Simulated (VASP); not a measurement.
Sb2TeO5, 8 atoms in the cell. Symmetry: I4/mmm, No. 139, tetragonal system. The conventional cell has a = 5.720 Å, b = 5.720 Å, c = 10.052 Å, α = 90.00°, β = 90.00°, γ = 90.00°. Sb (site symmetry 4mm) has 1 O at 1.64 Å within 2.2 Å. Te (site symmetry 4/mmm) has 16 O at 2.86 to 4.04 Å and 2 Sb at 3.38 Å within 4.1 Å. O (site symmetry -4m2) has 2 O at 2.51 Å and 4 Sb at 2.99 Å within 3.3 Å. Within 3.3 Å of O (site symmetry mmm) lie 4 O at 2.51 to 2.86 Å and 2 Te at 2.86 Å and 4 Sb at 3.30 Å. O (site symmetry 4/mmm) has 2 Sb at 1.64 Å within 2.2 Å. The cell was generated, and may not be a known phase.

* Program: VASP 6.6.1
* Task: relaxation of cell and atoms
* Functional: PBE
* Potentials or basis: VASP PAW PBE potentials, release 64 (Sb, Te, O)
* Cutoff: 600 eV
* k mesh: 3 × 3 × 3
* Occupations: gaussian, width 0.15 eV
* Spin: no spin polarisation
* Dipole correction: no
* Further INCAR settings: ALGO = Normal; EDIFF = 1e-06; IBRION = 2; EDIFFG = -0.08; NSW = 36; ISIF = 3

Potentials or basis: VASP PAW PBE potentials, release 64 (Sb, Te, O).

Launch:

```console
$ cat potpaw_PBE.64/Sb/POTCAR potpaw_PBE.64/Te/POTCAR potpaw_PBE.64/O/POTCAR > POTCAR
$ mpirun -np 1 vasp_std > vasp.out
```

Hardware: 1 thread of Intel(R) Xeon(R) 6975P-C (Granite Rapids), with other jobs on the host.

Question: How long does it take, and how much memory?

Answer: Run time: 21 min on 1 thread of Intel(R) Xeon(R) 6975P-C (Granite Rapids), with other jobs on the host, peak memory 0.45 GiB. Counts: scf iterations 371, k points 6, ion steps 33.
